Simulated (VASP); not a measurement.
Here is a VASP 6.6.1 calculation.

The input INCAR:

```
SYSTEM = Cr
ALGO = Normal
EDIFF = 1E-6
ENCUT = 520
GGA = RP
ISIF = 2
ISMEAR = -1
ISPIN = 2
LASPH = .TRUE.
LCHARG = .FALSE.
LMAXMIX = 4
LORBIT = 11
LREAL = .FALSE.
LWAVE = .FALSE.
MAGMOM = 3.003 -3.003
NBANDS = 23
NELM = 150
PREC = Accurate
SIGMA = 0.05
```

File KPOINTS:

```
k-points
0
G
  11 11 11
  0 0 0
```

The input POSCAR:

```
Cr
1.0
    0.0000000000      2.8427414974      2.8427414974
    2.8427414974      0.0000000000      2.8427414974
    2.8427414974      2.8427414974      0.0000000000
Cr
2
Direct
    0.1250000000      0.1250000000      0.1250000000
    0.8750000000      0.8750000000      0.8750000000
```

Potentials or basis: VASP PAW PBE potentials, release 64 (Cr_pv).

Command:

```bash
$ cat potpaw_PBE.64/Cr_pv/POTCAR > POTCAR
$ mpirun -np 1 vasp_std > vasp.out
```

Task: Estimate the band gap on the k mesh.

Result: Zero (filled and empty bands overlap).

Task: What does it give for the net moment?

Result: 0.00 μB per cell.

Caveat: an empty level that is flat over the whole mesh can mark a ghost state of the potentials, or a narrow d or f band; the antiferromagnetic order is the one typed at the start, and another may lie lower.
